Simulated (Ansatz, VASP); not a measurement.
# Si: VASP beside Ansatz

```
Si
1.0
     3.69331    0.00000    0.00000
    -1.84666    3.19850    0.00000
     0.00000    0.00000   28.00000
Si
2
Direct
  0.33333 0.66667 0.51135
  0.66667 0.33333 0.48865
```

Change from the starting cell: biaxial strain -0.040, atoms relaxed.

Alike in both runs: functional PBE; dispersion D3(BJ); k mesh 15 × 15 × 1; occupations gaussian, width 0.1 eV; no spin polarisation.

Ansatz relaxed the structure, and its values are those at the end. VASP's run is a single point on that final structure, the one shown.

|  | VASP | Ansatz |
| --- | --- | --- |
| version | VASP 6.6.1 | Ansatz 0.2.0 |
| potentials or method | VASP PAW PBE potentials, release 64 (Si), cutoff 520 eV | scalar-relativistic, plane waves, PAW |
| valence electrons in the cell | 8 | 8 |

VASP gave:

```
gap on the k mesh at the Fermi level (eV) : none
rms of the force components (eV/Å)        : 0.009
```

Q: What did Ansatz give for the same quantities?

A: gap on the k mesh at the Fermi level (eV): none; rms of the force components (eV/Å): 0.000.

A gap of «none» marks a metal or a gap that the smearing closes. Ansatz's warnings: stress scf threshold loose.
